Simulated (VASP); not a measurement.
A run of VASP 6.6.1:

The input INCAR:

```
  ALGO = Normal
  EDIFF = 1E-6
  ENCUT = 520
  GGA = PE
  ISIF = 2
  ISMEAR = 0
  LASPH = True
  LCHARG = True
  LELF = True
  LREAL = False
  LVHAR = True
  LWAVE = False
  NBANDS = 50
  NELM = 80
  PREC = Accurate
  SIGMA = 0.1
```

The input KPOINTS:

```
k-points
0
Gamma
  4 4 4
```

The input POSCAR:

```
PbO
1.0
    6.2504056736      0.0000000000      0.0000000000
    0.0000000000      5.7659245406      0.0000000000
    0.0000000000      0.0000000000      4.8083362208
Pb O
4 4
Direct
    0.2164942112      0.9804822257      0.2500000000
    0.7835057888      0.0195177743      0.7500000000
    0.2164942112      0.5195177743      0.7500000000
    0.7835057888      0.4804822257      0.2500000000
    0.8704928505      0.0947601928      0.2500000000
    0.1295071495      0.9052398072      0.7500000000
    0.8704928505      0.4052398072      0.7500000000
    0.1295071495      0.5947601928      0.2500000000
```

Potentials or basis: VASP PAW PBE potentials, release 64 (Pb_d, O).

The run is started by

```bash
$ cat potpaw_PBE.64/Pb_d/POTCAR potpaw_PBE.64/O/POTCAR > POTCAR
$ mpirun -np 1 vasp_std > vasp.out
```

Hardware: 1 thread of AMD EPYC 7R13, on a shared host.

Estimate the wall time of this run.

Wall time 8.5 min on 1 thread of AMD EPYC 7R13, with other jobs on the host, peak memory 0.33 GiB. Counts: scf iterations 16, k points 27.
